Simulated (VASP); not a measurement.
Runs of VASP 6.6.1 on Mg. The structure is that of space group Im-3m (No. 229), or close to it. The cells are those of the table. 

```csv
cell,gap on the mesh (eV),pressure (GPa)
"a = 2.557 Å, angles 109.5°, 1 atom",none,(a)
"a = 3.032 Å, angles 109.5°, 1 atom",none,-0.3
"a = 3.070 Å, angles 109.5°, 1 atom",none,-1.6
"a = 3.124 Å, angles 109.5°, 1 atom",none,-3.2
```

Alike in all rows: task single point; level LDA; potentials or basis VASP PAW LDA potentials, release 64 (Mg); no spin polarisation; k mesh 8 × 8 × 8; cutoff (eV) 520; smearing methfessel-paxton 0.1 eV.

Q: Estimate the missing entries.

A: (a) 55.7.

Caveats: some runs use coarse meshes.

A gap of «none» marks levels without a gap at the run's occupations.
